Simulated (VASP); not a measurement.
Crystal: PbF2.

```
Pb F
1.0
     0.00000    3.00040    3.00040
     3.00040    0.00000    3.00040
     3.00040    3.00040    0.00000
Pb F
1 2
Direct
  0.00000 0.00000 0.00000
  0.25000 0.25000 0.25000
  0.75000 0.75000 0.75000
```

Base run:

```yaml
Program: VASP 6.6.1
Functional: PBE
Potentials_or_basis: VASP PAW PBE potentials, release 64 (Pb_d, F)
Cutoff: 520 eV
k_mesh: 6 × 6 × 6
Occupations: gaussian, width 0.05 eV
Spin: no spin polarisation
```

Its results: band gap on the k mesh 4.43 eV (least direct gap 4.56 eV); pressure -0.2 GPa.

The run is repeated on the same cell with these changes: functional from PBE to r2SCAN; k mesh from 6 × 6 × 6 to 8 × 8 × 8. What comes out?

Band gap on the k mesh 4.94 eV (least direct gap 5.08 eV); pressure -2.9 GPa.

Several settings changed at once.

Caveats: spin-orbit coupling is left out, which moves the levels of the heavy elements; the PAW data sets were made with another functional, which shifts forces and pressure a little (at least some runs).

A k mesh can miss the band edges.
